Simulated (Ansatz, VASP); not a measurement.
BiTe: VASP beside Ansatz

```
Bi Te
1.0
     0.00000    3.23500    3.20265
     3.23500    0.00000    3.20265
     3.23500    3.23500    0.00000
Bi Te
1 1
Direct
  0.00000 0.00000 0.00000
  0.50000 0.50000 0.50000
```

Change from the starting cell: z stretched by -1 %, ions relaxed.

Alike in both runs: functional PBE; k mesh 13 × 13 × 13; occupations fermi-dirac, width 0.05 eV; no spin polarisation.

Ansatz relaxed the structure, and its values are those at the end. VASP's run is a single point on that final structure, the one shown.

```csv
,VASP,Ansatz
version,VASP 6.6.1,Ansatz 0.2.0
potentials or method,"VASP PAW PBE potentials, release 64 (Bi_d, Te)","plane-wave PAW, scalar-relativistic"
plane-wave cutoff (eV),520,420
valence electrons in the cell,21,31
```

```csv
,VASP,Ansatz,Ansatz less VASP
pressure (GPa),1.2,1.3,+0.07
```

VASP's potentials hold 21 valence electrons a cell and Ansatz's 31, so a difference there can come from the potentials and not from the codes. Ansatz's warnings: stress scf threshold loose.

Neither program's run includes spin-orbit coupling.
